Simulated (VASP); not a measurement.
Wanted: the native input for a VASP 6.6.1 run.

```
Task                   : single point
Functional             : r2SCAN
Potentials or basis    : VASP PAW PBE potentials, release 64 (Na_pv, I)
Cutoff                 : 520 eV
k mesh                 : 8 × 8 × 8
Occupations            : gaussian, width 0.01 eV
Spin                   : no spin polarisation
Dipole correction      : no
Further INCAR settings : ALGO = Normal; EDIFF = 1e-06; NBANDS = 14
```

The system is NaI.

```
Na I
1.0
     0.00000    3.22972    3.22972
     3.39121    0.00000    3.22972
     3.39121    3.22972    0.00000
Na I
1 1
Direct
  0.00000 0.00000 0.00000
  0.50000 0.50000 0.50000
```

This cell differs from its parent crystal: uniaxial x strain +5.0%.

The input as run:

POSCAR

```
NaI
1.0
    0.0000000000      3.2297205115      3.2297205115
    3.3912065371      0.0000000000      3.2297205115
    3.3912065371      3.2297205115      0.0000000000
Na I
1 1
Direct
    0.0000000000      0.0000000000      0.0000000000
    0.5000000000      0.5000000000      0.5000000000
```

INCAR.step1

```
SYSTEM = NaI
PREC     = Accurate       ! precision mode
ENCUT    = 520            ! plane-wave cutoff, eV
ISMEAR   = 0              ! smearing method
SIGMA    = 0.01           ! smearing width, eV
LREAL    = .FALSE.        ! projectors in reciprocal space
LASPH    = .TRUE.         ! aspherical terms in the spheres
NELM     = 80             ! most SCF steps
NBANDS   = 14             ! bands
GGA      = PE             ! functional
ALGO     = Normal         ! electronic algorithm
EDIFF    = 1E-4           ! SCF threshold, eV
LWAVE    = .TRUE.         ! write WAVECAR
LCHARG   = .FALSE.        ! write CHGCAR
```

INCAR.step2

```
SYSTEM = NaI
PREC     = Accurate       ! precision mode
ENCUT    = 520            ! plane-wave cutoff, eV
EDIFF    = 1E-6           ! SCF threshold, eV
ISMEAR   = 0              ! smearing method
SIGMA    = 0.01           ! smearing width, eV
LREAL    = .FALSE.        ! projectors in reciprocal space
LASPH    = .TRUE.         ! aspherical terms in the spheres
NELM     = 80             ! most SCF steps
ALGO     = Normal         ! electronic algorithm
ISIF     = 2              ! what is computed and relaxed
LWAVE    = .FALSE.        ! write WAVECAR
LCHARG   = .FALSE.        ! write CHGCAR
METAGGA  = R2SCAN         ! meta-GGA
LMIXTAU  = .TRUE.       
NBANDS   = 14             ! bands
ISTART   = 1
```

KPOINTS

```
regular mesh
0
G
  8 8 8
  0 0 0
```

Potentials or basis: VASP PAW PBE potentials, release 64 (Na_pv, I).

The run is started by

```sh
$ cat potpaw_PBE.64/Na_pv/POTCAR potpaw_PBE.64/I/POTCAR > POTCAR
$ cp INCAR.step1 INCAR
$ mpirun -np 1 vasp_std > vasp.out
$ cp INCAR.step2 INCAR
$ mpirun -np 1 vasp_std > vasp.out
```

It gave:

The pressure is -0.7 GPa. The band gap on the k mesh is 4.29 eV, direct.

Caveat: the cell differs from its parent crystal (uniaxial x strain +5.0%); the PAW data sets were made with another functional, which shifts forces and pressure a little; spin-orbit coupling is left out, which moves the levels of the heavy elements.

Run time: 110 s on 1 thread of Intel Xeon 6975P-C, on a shared host, peak memory 0.25 GiB.
